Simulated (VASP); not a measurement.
# C (R-3m) in VASP: notebook, part 2 of 2

VASP 6.6.1. The steps go on from the part before.

## 4. Single point, r2SCAN (biaxial strain in the a-b plane: -1.0 %, then relaxed in part)

POSCAR reads:

```
C
1.0
    2.4311718033      0.0000000000      0.0000000000
   -1.2155859016      2.1054565426      0.0000000000
    0.0000000000      0.0000000000     21.7002802508
C
12
Direct
    0.0000000000      0.0000000000      0.9188782150
    0.3333333333      0.6666666667      0.9188746139
    0.0000000000      0.0000000000      0.7477920528
    0.3333333333      0.6666666667      0.7477884517
    0.6666666667      0.3333333333      0.2522115483
    0.0000000000      0.0000000000      0.2522079472
    0.6666666667      0.3333333333      0.0811253861
    0.0000000000      0.0000000000      0.0811217850
    0.3333333333      0.6666666667      0.5855448816
    0.6666666667      0.3333333333      0.5855412806
    0.3333333333      0.6666666667      0.4144587194
    0.6666666667      0.3333333333      0.4144551184
```

INCAR.step1 reads:

```
PREC = Accurate
ENCUT = 520
ISMEAR = 0
SIGMA = 0.01
LREAL = F
LASPH = T
NELM = 80
NBANDS = 36
GGA = PE
ALGO = Normal
EDIFF = 1E-4
LWAVE = T
LCHARG = F
```

INCAR.step2 reads:

```
PREC = Accurate
ENCUT = 520
EDIFF = 1E-6
ISMEAR = 0
SIGMA = 0.01
LREAL = F
LASPH = T
NELM = 80
ALGO = Normal
ISIF = 2
LWAVE = F
LCHARG = F
METAGGA = R2SCAN
LMIXTAU = T
NBANDS = 36
ISTART = 1
```

KPOINTS reads:

```
Automatic mesh
0
Gamma
  18 18 2
```

Potentials or basis: VASP PAW PBE potentials, release 64 (C).

Started as:

```
$ cat potpaw_PBE.64/C/POTCAR > POTCAR
$ cp INCAR.step1 INCAR
$ mpirun -np 1 vasp_std > vasp.out
$ cp INCAR.step2 INCAR
$ mpirun -np 1 vasp_std > vasp.out
```

OUTCAR:

```text
PREC = Accurate
   ENCUT = 520
   EDIFF = 1E-6
   ISMEAR = 0
   LREAL = F
   LASPH = T
   NELM = 80
   ISIF = 2
   METAGGA = R2SCAN
   ISTART = 1

 ion  position               nearest neighbor table
   1  0.000  0.000  0.919-   2 1.40   2 1.40   2 1.40
   2  0.333  0.667  0.919-   1 1.40   1 1.40   1 1.40
   3  0.000  0.000  0.748-   4 1.40   4 1.40   4 1.40
   4  0.333  0.667  0.748-   3 1.40   3 1.40   3 1.40
   5  0.667  0.333  0.252-   6 1.40   6 1.40   6 1.40
   6  0.000  0.000  0.252-   5 1.40   5 1.40   5 1.40
   7  0.667  0.333  0.081-   8 1.40   8 1.40   8 1.40
   8  0.000  0.000  0.081-   7 1.40   7 1.40   7 1.40
   9  0.333  0.667  0.586-  10 1.40  10 1.40  10 1.40
  10  0.667  0.333  0.586-   9 1.40   9 1.40   9 1.40
  11  0.333  0.667  0.414-  12 1.40  12 1.40  12 1.40
  12  0.667  0.333  0.414-  11 1.40  11 1.40  11 1.40

  LATTYP: Found a hexagonal cell.
 ALAT       =     2.4311718033
 C/A-ratio  =     8.9258522254

  Lattice vectors:

 A1 = (   2.4311718033,   0.0000000000,   0.0000000000)
 A2 = (  -1.2155859016,   2.1054565426,   0.0000000000)
 A3 = (   0.0000000000,   0.0000000000,  21.7002802508)

Analysis of symmetry for initial positions (statically):
=====================================================================
 Subroutine PRICEL returns following result:

  LATTYP: Found a trigonal (rhomboedric) cell.
 ALAT       =     7.3683554034
 COS(alpha) =     0.9455672628

  Lattice vectors:

 A1 = (   1.2155859015,  -0.7018188475,  -7.2334267517)
 A2 = (  -1.2155859014,  -0.7018188477,  -7.2334267474)
 A3 = (  -0.0000000001,   1.4036376951,  -7.2334267517)

   3 primitive cells build up your supercell.

 Routine SETGRP: Setting up the symmetry group for a
 hexagonal supercell.

 Subroutine GETGRP returns: Found 12 space group operations
 (whereof 12 operations were pure point group operations)
 out of a pool of 24 trial point group operations.

The static configuration has the point symmetry D_3d.

Analysis of symmetry for dynamics (positions and initial velocities):
=====================================================================
 Subroutine PRICEL returns following result:

  LATTYP: Found a trigonal (rhomboedric) cell.
 ALAT       =     7.3683554034
 COS(alpha) =     0.9455672628

  Lattice vectors:

 A1 = (   1.2155859015,  -0.7018188475,  -7.2334267517)
 A2 = (  -1.2155859014,  -0.7018188477,  -7.2334267474)
 A3 = (  -0.0000000001,   1.4036376951,  -7.2334267517)

   3 primitive cells build up your supercell.

 Routine SETGRP: Setting up the symmetry group for a
 hexagonal supercell.

 Subroutine GETGRP returns: Found 12 space group operations
 (whereof 12 operations were pure point group operations)
 out of a pool of 24 trial point group operations.

The dynamic configuration has the point symmetry D_3d.

 Subroutine INISYM returns: Found 12 space group operations
 (whereof 12 operations are pure point group operations),
 and found     3 'primitive' translations

----------------------------------------------------------------------------------------
[... 55 lines left out ...]
  0.055556  0.000000  0.000000      6.000000
  0.111111  0.000000  0.000000      6.000000
  0.166667  0.000000  0.000000      6.000000
  0.222222  0.000000  0.000000      6.000000
  0.277778  0.000000  0.000000      6.000000
[... 16 lines left out ...]
  0.333333  0.111111  0.000000     12.000000
  0.388889  0.111111  0.000000     12.000000
 [... further k-points ...]
   k-points           NKPTS =     74   k-points in BZ     NKDIM =     74   number of bands    NBANDS=     36
   number of dos      NEDOS =    301   number of ions     NIONS =     12
   total plane-waves  NPLWV =  52488
   dimension x,y,z NGX =    18 NGY =   18 NGZ =  162
   dimension x,y,z NGXF=    36 NGYF=   36 NGZF=  324
   ions per type =              12
   NGX,Y,Z   is equivalent  to a cutoff of  12.31, 12.31, 12.41 a.u.
   NGXF,Y,Z  is equivalent  to a cutoff of  24.62, 24.62, 24.82 a.u.
 SYSTEM =  unknown system
   PREC   = accura    normal or accurate (medium, high low for compatibility)
   ISTART =      1    job   : 0-new  1-cont  2-samecut
   ICHARG =      0    charge: 1-file 2-atom 10-const
   ISPIN  =      1    spin polarized calculation?
   LNONCOLLINEAR =      F non collinear calculations
   LSORBIT =      F    spin-orbit coupling
   LASPH  =      T    aspherical Exc in radial PAW
   ENCUT  =  520.0 eV  38.22 Ry    6.18 a.u.   4.52  4.52 40.35*2*pi/ulx,y,z
   NELM   =     80;   NELMIN=  2; NELMDL=  0     # of ELM steps
   EDIFF  = 0.1E-05   stopping-criterion for ELM
   LREAL  =      F    real-space projection
   EDIFFG = 0.1E-04   stopping-criterion for IOM
   NSW    =      0    number of steps for IOM
   IBRION =     -1    ionic relax: 0-MD 1-quasi-New 2-CG
   NFREE  =      0    steps in history (QN), initial steepest desc. (CG)
   ISIF   =      2    stress and relaxation
   ISYM   =      2    0-nonsym 1-usesym 2-fastsym
   POTIM  = 0.5000    time-step for ionic-motion
   TEBEG  =    0.0;   TEEND  =   0.0 temperature during run
   PSTRESS=    0.0 pullay stress
   NELECT =      48.0000    total number of electrons
   NUPDOWN=      -1.0000    fix difference up-down
   EMIN   =  10.00;   EMAX   =-10.00  energy-range for DOS
   EFERMI =   0.00;   METHOD = LEGACY
   ISMEAR =     0;   SIGMA  =   0.01  broadening in eV -4-tet -1-fermi 0-gaus
   EFERMI_NEDOS =   21; number of points for ismear=-14 and -15
   IALGO  =     38    algorithm
   IMIX   =      4    mixing-type and parameters
     AMIX     =   0.40;   BMIX     =  1.00
     AMIX_MAG =   1.60;   BMIX_MAG =  1.00
  volume/ion in A,a.u.               =       9.26        62.47
  Fermi-wavevector in a.u.,A,eV,Ry     =   1.237693  2.338900 20.842535  1.531883
  Thomas-Fermi vector in A             =   2.372249
   LORBIT       =      0    0 simple, 1 ext, 2 COOP (PROOUT), +10 PAW based schemes
   METAGGA = R2SCAN    functional components
   LHFCALC =     F    Hartree Fock is set to
   AEXX    =    0.0000 exact exchange contribution
   IVDW    =     0    specifies the selected vdW correction
   LEPSILON=     F    determine dielectric tensor
   LRPA    =     F    only Hartree local field effects (RPA)
 non-spin polarized calculation
 Gauss-broadening in eV      SIGMA  =   0.01
  energy-cutoff  :      520.00
  volume of cell :      111.08
 maximum number of plane-waves:      3044
   NGX =  9   NGY =  9   NGZ = 81

 number of electron      47.9999995 magnetization

 Free energy of the ion-electron system (eV)
  ---------------------------------------------------
  ext. energy  EPLUGINS =         0.00000000
  ---------------------------------------------------
  free energy    TOTEN  =      -119.11941879 eV

  energy without entropy =     -119.11941879  energy(sigma->0) =     -119.11941879

 E-fermi :   4.2056     XC(G=0): -10.6649

 val. band max:        4.1375902879   @ k =   0.3333   0.3333   0.0000
 cond. band min:       4.3304887873   @ k =   0.3333   0.3333   0.0000
 fundamental gap:      0.1928984994
 Fermi energy:         4.2055631524

 k-point     1 :       0.0000    0.0000    0.0000
  band No.  band energies     occupation
      1     -16.9494      2.00000
      2     -16.9126      2.00000
      3     -16.9126      2.00000
      4     -16.8257      2.00000
      5     -16.8257      2.00000
      6     -16.7869      2.00000
[... 925 lines left out ...]
     35      13.7665      0.00000
     36      13.8393      0.00000

 [... further k-points ...]
[... 5 lines left out ...]
  --------------------------------------------------------------------------------------
  -------------------------------------------------------------------------------------
  Total        9.3842208      9.3842208     -0.1200820      0.0000000      0.0000000     -0.0000000
  in kB      135.3572508    135.3572508     -1.7320531      0.0000000      0.0000000     -0.0000000
  external PRESSURE =      89.6608162 kB  Pullay stress =       0.0000000 kB

 VOLUME and BASIS-vectors are now :
 -----------------------------------------------------------------------------
  energy-cutoff  :      520.00
  volume of cell :      111.08
      direct lattice vectors                 reciprocal lattice vectors
     2.431171803  0.000000000  0.000000000     0.411324283  0.237478186  0.000000000
    -1.215585902  2.105456543  0.000000000     0.000000000  0.474956372  0.000000000
     0.000000000  0.000000000 21.700280251     0.000000000  0.000000000  0.046082354

 POSITION                                       TOTAL-FORCE (eV/Angst)
 -----------------------------------------------------------------------------------
      0.00000      0.00000     19.93991        -0.000000     -0.000000      0.000477
     -0.00000      1.40364     19.93984        -0.000000      0.000000      0.000357
      0.00000      0.00000     16.22730         0.000000      0.000000     -0.000357
     -0.00000      1.40364     16.22722         0.000000      0.000000     -0.000477
      1.21559      0.70182      5.47306        -0.000000     -0.000000      0.000477
      0.00000      0.00000      5.47298        -0.000000      0.000000      0.000357
      1.21559      0.70182      1.76044         0.000000     -0.000000     -0.000357
      0.00000      0.00000      1.76037         0.000000      0.000000     -0.000477
     -0.00000      1.40364     12.70649        -0.000000     -0.000000      0.000477
      1.21559      0.70182     12.70641        -0.000000     -0.000000      0.000357
     -0.00000      1.40364      8.99387         0.000000     -0.000000     -0.000357
      1.21559      0.70182      8.99379         0.000000      0.000000     -0.000477
 -----------------------------------------------------------------------------------
    total drift:                                0.000000      0.000000      0.000000

  FREE ENERGIE OF THE ION-ELECTRON SYSTEM (eV)
  ---------------------------------------------------
  free  energy   TOTEN  =      -119.1194187934 eV

  energy  without entropy=     -119.1194187934  energy(sigma->0) =     -119.11941879
```

It took 8.5 min on 1 thread of Intel Xeon 6975P-C (Granite Rapids), shared host; peak memory 0.35 GiB.

What came out:

```yaml
Free_energy: -119.1194 eV
Pressure: 9.0 GPa
```

Caveat: the cell differs from its parent crystal (biaxial strain in the a-b plane: -1.0 %, then relaxed in part); the cell stands under pressure; the PAW data sets were made with another functional, which shifts forces and pressure a little.

## 5. Single point, r2SCAN (biaxial strain in the a-b plane: -1.0 %)

POSCAR reads:

```
C
1.0
    2.4311718033      0.0000000000      0.0000000000
   -1.2155859016      2.1054565426      0.0000000000
    0.0000000000      0.0000000000     21.8662143474
C
12
Direct
    0.0000000000      0.0000000000      0.9189791269
    0.3333333333      0.6666666667      0.9189758240
    0.0000000000      0.0000000000      0.7476908427
    0.3333333333      0.6666666667      0.7476875398
    0.6666666667      0.3333333333      0.2523124602
    0.0000000000      0.0000000000      0.2523091573
    0.6666666667      0.3333333333      0.0810241760
    0.0000000000      0.0000000000      0.0810208731
    0.3333333333      0.6666666667      0.5856457936
    0.6666666667      0.3333333333      0.5856424906
    0.3333333333      0.6666666667      0.4143575094
    0.6666666667      0.3333333333      0.4143542064
```

INCAR.step1 reads:

```
PREC     = Accurate       # precision mode
ENCUT    = 520            # plane-wave cutoff, eV
ISMEAR   = 0              # smearing method
SIGMA    = 0.01           # smearing width, eV
LREAL    = F              # projectors in reciprocal space
LASPH    = T              # aspherical terms in the spheres
NELM     = 60             # most SCF steps
NBANDS   = 36             # bands
GGA      = PE             # functional
ALGO     = Normal         # electronic algorithm
EDIFF    = 1E-4           # SCF threshold, eV
LWAVE    = T              # write WAVECAR
LCHARG   = F              # write CHGCAR
```

INCAR.step2 reads:

```
PREC     = Accurate       # precision mode
ENCUT    = 520            # plane-wave cutoff, eV
EDIFF    = 1E-6           # SCF threshold, eV
ISMEAR   = 0              # smearing method
SIGMA    = 0.01           # smearing width, eV
LREAL    = F              # projectors in reciprocal space
LASPH    = T              # aspherical terms in the spheres
NELM     = 60             # most SCF steps
ALGO     = Normal         # electronic algorithm
ISIF     = 2              # what is computed and relaxed
LWAVE    = F              # write WAVECAR
LCHARG   = F              # write CHGCAR
METAGGA  = R2SCAN         # meta-GGA
LMIXTAU  = T            
NBANDS   = 36             # bands
ISTART   = 1
```

KPOINTS is that of step 4.

Started as:

```
$ cat potpaw_PBE.64/C/POTCAR > POTCAR
$ cp INCAR.step1 INCAR
$ mpirun -np 1 vasp_std > vasp.out
$ cp INCAR.step2 INCAR
$ mpirun -np 1 vasp_std > vasp.out
```

It took 8.7 min on 1 thread of Intel Xeon 6975P-C (Granite Rapids), shared host; peak memory 0.35 GiB.

It converged, with:

* Free energy: -119.1190 eV
* Pressure: 8.9 GPa

Stress tensor (GPa, compression positive):
```
13.45  0.00  0.00
 0.00 13.45  0.00
 0.00  0.00 -0.32
```

Caveat: the cell differs from its parent crystal (biaxial strain in the a-b plane: -1.0 %); the cell stands under pressure; the PAW data sets were made with another functional, which shifts forces and pressure a little.

## 6. Single point, r2SCAN

This run uses another cell than the first one, of 9.46 Å³/atom.

POSCAR reads:

```
C
1.0
    2.4557290956      0.0000000000      0.0000000000
   -1.2278645478      2.1267237816      0.0000000000
    0.0000000000      0.0000000000     21.7357996338
C
12
Direct
    0.0000000000      0.0000000000      0.9189791268
    0.3333333333      0.6666666667      0.9189758239
    0.0000000000      0.0000000000      0.7476908428
    0.3333333333      0.6666666667      0.7476875399
    0.6666666667      0.3333333333      0.2523124601
    0.0000000000      0.0000000000      0.2523091572
    0.6666666667      0.3333333333      0.0810241761
    0.0000000000      0.0000000000      0.0810208732
    0.3333333333      0.6666666667      0.5856457935
    0.6666666667      0.3333333333      0.5856424905
    0.3333333333      0.6666666667      0.4143575095
    0.6666666667      0.3333333333      0.4143542065
```

INCAR.step1 reads:

```
SYSTEM = C
ALGO = Normal
EDIFF = 1E-4
ENCUT = 520
GGA = PE
ISMEAR = 0
LASPH = .TRUE.
LCHARG = .FALSE.
LREAL = .FALSE.
LWAVE = .TRUE.
NBANDS = 36
NELM = 100
PREC = Accurate
SIGMA = 0.01
```

INCAR.step2 reads:

```
SYSTEM = C
ALGO = Normal
EDIFF = 1E-6
ENCUT = 520
ISIF = 2
ISMEAR = 0
ISTART = 1
LASPH = .TRUE.
LCHARG = .FALSE.
LMIXTAU = .TRUE.
LREAL = .FALSE.
LWAVE = .FALSE.
METAGGA = R2SCAN
NBANDS = 36
NELM = 100
PREC = Accurate
SIGMA = 0.01
```

KPOINTS reads:

```
k-points
0
G
  18 18 2
  0 0 0
```

Potentials or basis: VASP PAW PBE potentials, release 64 (C).

Started as:

```
$ cat potpaw_PBE.64/C/POTCAR > POTCAR
$ cp INCAR.step1 INCAR
$ mpirun -np 1 vasp_std > vasp.out
$ cp INCAR.step2 INCAR
$ mpirun -np 1 vasp_std > vasp.out
```

It took 23 min on 1 thread of Intel Xeon Platinum 8488C (Sapphire Rapids), shared host; peak memory 0.34 GiB.

The run converged. Its results:

- Free energy: -119.2232 eV
- Pressure: 0.7 GPa

Stress tensor (GPa, compression positive):
```
 1.03  0.00  0.00
 0.00  1.03  0.00
 0.00  0.00 -0.08
```

Caveat: the PAW data sets were made with another functional, which shifts forces and pressure a little.

## 7. The runs side by side

| cell | pressure (GPa) |
| --- | --- |
| a = 2.456, b = 2.456, c = 21.518 Å, angles 90.0, 90.0, 120.0°, 12 atoms | 0.7 |
| a = 2.456, b = 2.456, c = 21.736 Å, angles 90.0, 90.0, 120.0°, 12 atoms | 0.7 |
| a = 2.431, b = 2.431, c = 21.700 Å, angles 90.0, 90.0, 120.0°, 12 atoms | 9.0 |
| a = 2.431, b = 2.431, c = 21.866 Å, angles 90.0, 90.0, 120.0°, 12 atoms | 8.9 |

Alike in all rows: task single point; level r2SCAN; potentials or basis VASP PAW PBE potentials, release 64 (C); no spin polarisation; k mesh 18 × 18 × 2; cutoff (eV) 520; smearing gaussian 0.01 eV.

Caveats: the PAW data sets were made with another functional, which shifts forces and pressure a little; the cell stands under pressure (at least some runs).

Absolute energies hang on the potentials; compare differences alone.
